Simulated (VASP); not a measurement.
# In3GaP4 (Pm-3m) in VASP: notebook

Runs on In3GaP4. Level: PBE. Tasks: relaxation of cell and atoms, single point.

Program: VASP 6.6.1. These are calculated values, not measurements. Logs are shortened: lines on timing, memory, paths and dates and some standing lists are left out, and cuts for length are marked.

### 1 The cell of the first run

Symmetry: Pm-3m, No. 221, cubic system. The conventional cell has a = 5.464 Å, b = 5.464 Å, c = 5.464 Å, α = 90.00°, β = 90.00°, γ = 90.00°. Within 3.6 Å of In (site symmetry 4/mmm) lie 6 P at 2.73 Å. Within 3.6 Å of Ga (site symmetry m-3m) lie 6 P at 2.73 Å. Within 3.6 Å of P (site symmetry 4/mmm) lie 4 In at 2.73 Å and 2 Ga at 2.73 Å. P (site symmetry m-3m) has 6 In at 2.73 Å within 3.6 Å.

### 2 Relaxation of cell and atoms, PBE

INCAR

```
SYSTEM = In3GaP4
PREC     = Accurate       ! precision mode
ENCUT    = 600            ! plane-wave cutoff, eV
EDIFF    = 1E-6           ! SCF threshold, eV
ISMEAR   = 0              ! smearing method
SIGMA    = 0.1            ! smearing width, eV
LREAL    = .False.        ! projectors in reciprocal space
LASPH    = .True.         ! aspherical terms in the spheres
NELM     = 60             ! most SCF steps
ALGO     = Normal         ! electronic algorithm
ISIF     = 3              ! what is computed and relaxed
LWAVE    = .False.        ! write WAVECAR
LCHARG   = .False.        ! write CHGCAR
GGA      = PE             ! functional
IBRION   = 2              ! ionic algorithm
NSW      = 100            ! ionic steps
EDIFFG   = -0.01          ! ionic threshold
```

KPOINTS

```
regular mesh
0
Gamma
  8 8 8
  0 0 0
```

POSCAR

```
In3GaP4
1.0
    5.4639383110      0.0000000000      0.0000000000
    0.0000000000      5.4639383110      0.0000000000
    0.0000000000      0.0000000000      5.4639383110
In Ga P
3 1 4
Direct
    0.5000000000      0.0000000000      0.5000000000
    0.5000000000      0.5000000000      0.0000000000
    0.0000000000      0.5000000000      0.5000000000
    0.0000000000      0.0000000000      0.0000000000
    0.0000000000      0.5000000000      0.0000000000
    0.5000000000      0.5000000000      0.5000000000
    0.0000000000      0.0000000000      0.5000000000
    0.5000000000      0.0000000000      0.0000000000
```

Potentials or basis: VASP PAW PBE potentials, release 64 (In_d, Ga_d, P).

The run is started by

```
cat potpaw_PBE.64/In_d/POTCAR potpaw_PBE.64/Ga_d/POTCAR potpaw_PBE.64/P/POTCAR > POTCAR
mpirun -np 1 vasp_std > vasp.out
```

OUTCAR:

```text
SYSTEM = In3GaP4
   PREC = Accurate
   ENCUT = 600
   EDIFF = 1E-6
   ISMEAR = 0
   LREAL = .False.
   LASPH = .True.
   NELM = 60
   ISIF = 3
   GGA = PE
   IBRION = 2
   NSW = 100
   EDIFFG = -0.01

 ion  position               nearest neighbor table
   1  0.500  0.000  0.500-   6 2.73   7 2.73   8 2.73   8 2.73   6 2.73   7 2.73   3 3.86   2 3.86
                             3 3.86   2 3.86   2 3.86   3 3.86   2 3.86   3 3.86
   2  0.500  0.500  0.000-   5 2.73   6 2.73   8 2.73   6 2.73   8 2.73   5 2.73   3 3.86   3 3.86
                             1 3.86   1 3.86   1 3.86   3 3.86   1 3.86   3 3.86
   3  0.000  0.500  0.500-   5 2.73   6 2.73   7 2.73   5 2.73   7 2.73   6 2.73   2 3.86   1 3.86
                             1 3.86   1 3.86   2 3.86   2 3.86   2 3.86   1 3.86
   4  0.000  0.000  0.000-   5 2.73   7 2.73   8 2.73   7 2.73   5 2.73   8 2.73
   5  0.000  0.500  0.000-   2 2.73   3 2.73   4 2.73   3 2.73   4 2.73   2 2.73
   6  0.500  0.500  0.500-   1 2.73   2 2.73   3 2.73   2 2.73   1 2.73   3 2.73
   7  0.000  0.000  0.500-   1 2.73   3 2.73   4 2.73   4 2.73   3 2.73   1 2.73
   8  0.500  0.000  0.000-   1 2.73   2 2.73   4 2.73   1 2.73   2 2.73   4 2.73

  LATTYP: Found a simple cubic cell.
 ALAT       =     5.4639383110

  Lattice vectors:

 A1 = (   5.4639383110,   0.0000000000,   0.0000000000)
 A2 = (   0.0000000000,   5.4639383110,   0.0000000000)
 A3 = (   0.0000000000,   0.0000000000,   5.4639383110)

Analysis of symmetry for initial positions (statically):
=====================================================================
 Subroutine PRICEL returns:
 Original cell was already a primitive cell.

 Routine SETGRP: Setting up the symmetry group for a
 simple cubic supercell.

 Subroutine GETGRP returns: Found 48 space group operations
 (whereof 48 operations were pure point group operations)
 out of a pool of 48 trial point group operations.

The static configuration has the point symmetry O_h .

Analysis of symmetry for dynamics (positions and initial velocities):
=====================================================================
 Subroutine PRICEL returns:
 Original cell was already a primitive cell.

 Routine SETGRP: Setting up the symmetry group for a
 simple cubic supercell.

 Subroutine GETGRP returns: Found 48 space group operations
 (whereof 48 operations were pure point group operations)
 out of a pool of 48 trial point group operations.

The dynamic configuration has the point symmetry O_h .

 Subroutine INISYM returns: Found 48 space group operations
 (whereof 48 operations are pure point group operations),
 and found     1 'primitive' translations

----------------------------------------------------------------------------------------

                                     Primitive cell

  volume of cell :     163.1238

  direct lattice vectors                    reciprocal lattice vectors
     5.463938311  0.000000000  0.000000000     0.183018172  0.000000000  0.000000000
     0.000000000  5.463938311  0.000000000     0.000000000  0.183018172  0.000000000
     0.000000000  0.000000000  5.463938311     0.000000000  0.000000000  0.183018172

  length of vectors
     5.463938311  5.463938311  5.463938311     0.183018172  0.183018172  0.183018172

  position of ions in fractional coordinates (direct lattice)
     0.500000000  0.000000000  0.500000000
     0.500000000  0.500000000  0.000000000
     0.000000000  0.500000000  0.500000000
     0.000000000  0.000000000  0.000000000
     0.000000000  0.500000000  0.000000000
     0.500000000  0.500000000  0.500000000
[... 101 lines left out ...]
   EFERMI_NEDOS =   21; number of points for ismear=-14 and -15
   IALGO  =     38    algorithm
   IMIX   =      4    mixing-type and parameters
     AMIX     =   0.40;   BMIX     =  1.00
     AMIX_MAG =   1.60;   BMIX_MAG =  1.00
  volume/ion in A,a.u.               =      20.39       137.60
  Fermi-wavevector in a.u.,A,eV,Ry     =   1.246464  2.355476 21.139011  1.553673
  Thomas-Fermi vector in A             =   2.380641
   LORBIT       =      0    0 simple, 1 ext, 2 COOP (PROOUT), +10 PAW based schemes
   GGA     = PE    functional components
   LHFCALC =     F    Hartree Fock is set to
   AEXX    =    0.0000 exact exchange contribution
   IVDW    =     0    specifies the selected vdW correction
   LEPSILON=     F    determine dielectric tensor
   LRPA    =     F    only Hartree local field effects (RPA)
 conjugate gradient relaxation of ions
 non-spin polarized calculation
 Gauss-broadening in eV      SIGMA  =   0.10
  energy-cutoff  :      600.00
  volume of cell :      163.12
 maximum number of plane-waves:      5520
 NGX is ok and might be reduce to    48
   NGX = 21   NGY = 21   NGZ = 21

--------------------------------------- Ionic step        1  -------------------------------------------

 number of electron      71.9999994 magnetization

 Free energy of the ion-electron system (eV)
  ---------------------------------------------------
  ext. energy  EPLUGINS =         0.00000000
  ---------------------------------------------------
  free energy    TOTEN  =       -31.77800546 eV

  energy without entropy =      -31.74430751  energy(sigma->0) =      -31.76115648

------------------------ aborting loop because EDIFF is reached ----------------------------------------

  FORCE on cell =-STRESS in cart. coord.  units (eV):
  Direction    XX          YY          ZZ          XY          YZ          ZX
  --------------------------------------------------------------------------------------
  -------------------------------------------------------------------------------------
  Total       -0.0921490     -0.0921490     -0.0921490      0.0000000     -0.0000000      0.0000000
  in kB       -0.9050733     -0.9050733     -0.9050733      0.0000000     -0.0000000      0.0000000
  external PRESSURE =      -0.9050733 kB  Pullay stress =       0.0000000 kB

 VOLUME and BASIS-vectors are now :
 -----------------------------------------------------------------------------
  energy-cutoff  :      600.00
  volume of cell :      163.12
      direct lattice vectors                 reciprocal lattice vectors
     5.463938311  0.000000000  0.000000000     0.183018172  0.000000000  0.000000000
     0.000000000  5.463938311  0.000000000     0.000000000  0.183018172  0.000000000
     0.000000000  0.000000000  5.463938311     0.000000000  0.000000000  0.183018172

 POSITION                                       TOTAL-FORCE (eV/Angst)
 -----------------------------------------------------------------------------------
      2.73197      0.00000      2.73197         0.000000      0.000000      0.000000
      2.73197      2.73197      0.00000         0.000000      0.000000      0.000000
      0.00000      2.73197      2.73197         0.000000      0.000000      0.000000
      0.00000      0.00000      0.00000         0.000000      0.000000      0.000000
      0.00000      2.73197      0.00000         0.000000      0.000000      0.000000
      2.73197      2.73197      2.73197         0.000000      0.000000      0.000000
      0.00000      0.00000      2.73197         0.000000      0.000000      0.000000
      2.73197      0.00000      0.00000         0.000000      0.000000      0.000000
 -----------------------------------------------------------------------------------
    total drift:                                0.000000      0.000000     -0.000000

  FREE ENERGIE OF THE ION-ELECTRON SYSTEM (eV)
  ---------------------------------------------------
  free  energy   TOTEN  =       -31.7780054574 eV

  energy  without entropy=      -31.7443075062  energy(sigma->0) =      -31.76115648

--------------------------------------- Ionic step        2  -------------------------------------------

 number of electron      71.9999995 magnetization

 Free energy of the ion-electron system (eV)
  ---------------------------------------------------
  ext. energy  EPLUGINS =         0.00000000
  ---------------------------------------------------
  free energy    TOTEN  =       -31.77806203 eV

  energy without entropy =      -31.74441874  energy(sigma->0) =      -31.76124039

 E-fermi :   6.8110     XC(G=0): -10.4889

 val. band max:        6.7823225865   @ k =   0.2500   0.1250   0.1250
 cond. band min:       6.8377980074   @ k =   0.5000   0.5000   0.3750
 fundamental gap:      0.0554754209
 Fermi energy:         6.8110410049

 k-point     1 :       0.0000    0.0000    0.0000
  band No.  band energies     occupation
      1      -7.8108      2.00000
      2      -7.8092      2.00000
      3      -7.8092      2.00000
      4      -7.6800      2.00000
      5      -7.6800      2.00000
      6      -7.6800      2.00000
[... 1093 lines left out ...]
     42      10.6730      0.00000
     43      10.7585      0.00000

 [... further k-points ...]

------------------------ aborting loop because EDIFF is reached ----------------------------------------

  FORCE on cell =-STRESS in cart. coord.  units (eV):
  Direction    XX          YY          ZZ          XY          YZ          ZX
  --------------------------------------------------------------------------------------
  -------------------------------------------------------------------------------------
  Total        0.0263450      0.0263450      0.0263450     -0.0000000     -0.0000000     -0.0000000
  in kB        0.2591889      0.2591889      0.2591889     -0.0000000     -0.0000000     -0.0000000
  external PRESSURE =       0.2591889 kB  Pullay stress =       0.0000000 kB

 VOLUME and BASIS-vectors are now :
 -----------------------------------------------------------------------------
  energy-cutoff  :      600.00
  volume of cell :      162.85
      direct lattice vectors                 reciprocal lattice vectors
     5.460902061  0.000000000  0.000000000     0.183119929 -0.000000000  0.000000000
     0.000000000  5.460902061  0.000000000    -0.000000000  0.183119929  0.000000000
    -0.000000000 -0.000000000  5.460902061    -0.000000000 -0.000000000  0.183119929

 POSITION                                       TOTAL-FORCE (eV/Angst)
 -----------------------------------------------------------------------------------
      2.73045     -0.00000      2.73045        -0.000000     -0.000000     -0.000000
      2.73045      2.73045      0.00000         0.000000      0.000000     -0.000000
     -0.00000      2.73045      2.73045        -0.000000     -0.000000     -0.000000
      0.00000      0.00000      0.00000         0.000000      0.000000     -0.000000
      0.00000      2.73045      0.00000         0.000000      0.000000     -0.000000
      2.73045      2.73045      2.73045         0.000000      0.000000      0.000000
     -0.00000     -0.00000      2.73045         0.000000      0.000000     -0.000000
      2.73045      0.00000      0.00000         0.000000      0.000000     -0.000000
 -----------------------------------------------------------------------------------
    total drift:                                0.000000      0.000000     -0.000000

  FREE ENERGIE OF THE ION-ELECTRON SYSTEM (eV)
  ---------------------------------------------------
  free  energy   TOTEN  =       -31.7780620330 eV

  energy  without entropy=      -31.7444187447  energy(sigma->0) =      -31.76124039

 reached required accuracy - stopping structural energy minimisation
```

It took 4.1 min on 1 thread of Intel Xeon 6975P-C (Granite Rapids), shared host; peak memory 0.49 GiB.

What came out:

```
Free energy                           : -31.7781 eV
Relaxed volume                        : 20.36 Å³/atom
Relaxed cell                          : a = 5.461 Å, b = 5.461 Å, c = 5.461 Å, α = 90.00°, β = 90.00°, γ = 90.00°
Space group after relaxing (to 0.1 Å) : Pm-3m (No. 221)
Energy gained by relaxing             : 0.0 meV/atom
Ionic steps                           : 2
Pressure after relaxing               : 0.0 GPa
Band gap on the k mesh                : zero (bands 36 and 37 overlap by 1.34 eV)
```

Final structure:
```xyz
8
Lattice="5.4609 0.0000 0.0000 0.0000 5.4609 0.0000 0.0000 0.0000 5.4609" Properties=species:S:1:pos:R:3 pbc="T T T"
In    2.7305    0.0000    2.7305
In    2.7305    2.7305    0.0000
In    0.0000    2.7305    2.7305
Ga    0.0000    0.0000    0.0000
P     0.0000    2.7305    0.0000
P     2.7305    2.7305    2.7305
P     0.0000    0.0000    2.7305
P     2.7305    0.0000    0.0000
```

Caveat: spin-orbit coupling is left out, which moves the levels of the heavy elements.

### 3 Single point, PBE

INCAR

```
  PREC = Accurate
  ENCUT = 520
  EDIFF = 1E-6
  ISMEAR = 0
  SIGMA = 0.1
  LREAL = F
  LASPH = T
  NELM = 100
  ALGO = Normal
  ISIF = 2
  LWAVE = F
  LCHARG = T
  GGA = PE
  LELF = T
  LVHAR = T
  NBANDS = 46
```

KPOINTS

```
Automatic mesh
0
Gamma
  4 4 4
```

POSCAR is that of step 2.

Potentials or basis: VASP PAW PBE potentials, release 64 (In_d, Ga_d, P).

The run is started by

```
cat potpaw_PBE.64/In_d/POTCAR potpaw_PBE.64/Ga_d/POTCAR potpaw_PBE.64/P/POTCAR > POTCAR
mpirun -np 1 vasp_std > vasp.out
```

Run time: 88 s. Hardware: 1 thread of Intel Xeon Platinum 8488C (Sapphire Rapids), shared host; peak memory 0.28 GiB.

The run converged. Its results:

| Property | Result |
| --- | --- |
| Free energy | -31.6103 eV |
| Pressure | -0.1 GPa |
| Band gap on the k mesh | zero (bands 36 and 37 overlap by 0.82 eV) |

Levels at points of the mesh, in eV from the Fermi level:
| k point | band 32 | band 33 | band 34 | band 35 | band 36 | band 37 | band 38 | band 39 | band 40 | band 41 |
| --- | --- | --- | --- | --- | --- | --- | --- | --- | --- | --- |
| (0.00, 0.00, 0.00) | -2.45 | -2.45 | -2.41 | -2.41 | -2.41 | -0.27 | -0.27 | -0.27 | 0.62 | 3.73 |
| (0.50, 0.00, 0.00) | -3.14 | -1.54 | -1.54 | -1.43 | -1.43 | 0.64 | 1.00 | 2.22 | 2.52 | 4.31 |
| (0.50, 0.50, 0.00) | -2.84 | -0.25 | -0.14 | -0.14 | -0.14 | 1.77 | 2.29 | 2.29 | 2.31 | 4.12 |
| (0.50, 0.50, 0.50) | 0.12 | 0.12 | 0.15 | 0.15 | 0.15 | 2.52 | 2.52 | 2.52 | 2.53 | 3.09 |

Caveat: spin-orbit coupling is left out, which moves the levels of the heavy elements.

[end of part 1 of 2]
